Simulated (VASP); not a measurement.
A run of VASP 6.6.1 is set up as follows.

File INCAR:

```
SYSTEM = KI
ALGO = Normal ; EDIFF = 1E-6
ENCUT = 500 ; GGA = PS
GGA_COMPAT = .FALSE. ; ISIF = 2
ISMEAR = 0 ; LASPH = .TRUE.
LCHARG = .FALSE. ; LREAL = .FALSE.
LWAVE = .FALSE. ; NBANDS = 15
NELM = 120 ; PREC = Accurate
SIGMA = 0.1
```

KPOINTS

```
k-points
0
G
  4 4 4
  0 0 0
```

The input POSCAR:

```
KI
1.0
    0.0000000000      3.5266705450      3.5266705450
    3.5266705450      0.0000000000      3.5266705450
    3.5266705450      3.5266705450      0.0000000000
K I
1 1
Direct
    0.0000000000      0.0000000000      0.0000000000
    0.5000000000      0.5000000000      0.5000000000
```

Potentials or basis: VASP PAW PBE potentials, release 64 (K_sv, I).

Command:

```console
$ cat potpaw_PBE.64/K_sv/POTCAR potpaw_PBE.64/I/POTCAR > POTCAR
$ mpirun -np 1 vasp_std > vasp.out
```

**Question.** Estimate the pressure.

**Answer.** -0.2 GPa.

**Question.** Predict the band gap on the k mesh.

**Answer.** 3.82 eV.

Caveat: the PAW data sets were made with another functional, which shifts forces and pressure a little; spin-orbit coupling is left out, which moves the levels of the heavy elements.
